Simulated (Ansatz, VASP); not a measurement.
**One calculation of InAs, two programs**

```
CELL_PARAMETERS angstrom
0.00000 3.01293 3.01293
3.01293 0.00000 3.01293
3.01293 3.01293 0.00000
ATOMIC_POSITIONS crystal
In 0.25000 0.25000 0.25000
As 0.00000 0.00000 0.00000
```

Alike in both runs: task relaxation of cell and atoms; functional LDA; k mesh 16 × 16 × 16; occupations fermi-dirac, width 0.15 eV; no spin polarisation.

|  | VASP | Ansatz |
| --- | --- | --- |
| version | VASP 6.6.1 | Ansatz 0.2.0 |
| potentials or method | VASP PAW LDA potentials, release 64 (In_d, As), cutoff 600 eV | scalar-relativistic, plane waves, PAW |
| valence electrons in the cell | 18 | 28 |

```csv
,VASP,Ansatz,Ansatz less VASP
"gap on the k mesh at the Fermi level, each at its own relaxed structure (eV)",none,none,-
relaxed volume (Å³/atom),27.44,27.36,-0.079
relaxed length of the cell vector where the two differ most in proportion (Å),4.265,4.261,-0.0041
```

Ansatz warns that its potentials were made for another functional, while VASP's fit it. LDA's correlation is that of Perdew and Zunger in VASP and of Perdew and Wang (1992) in Ansatz. A gap of «none» marks a metal or a gap that the smearing closes. VASP's potentials hold 18 valence electrons a cell and Ansatz's 28, so a difference there can come from the potentials and not from the codes.
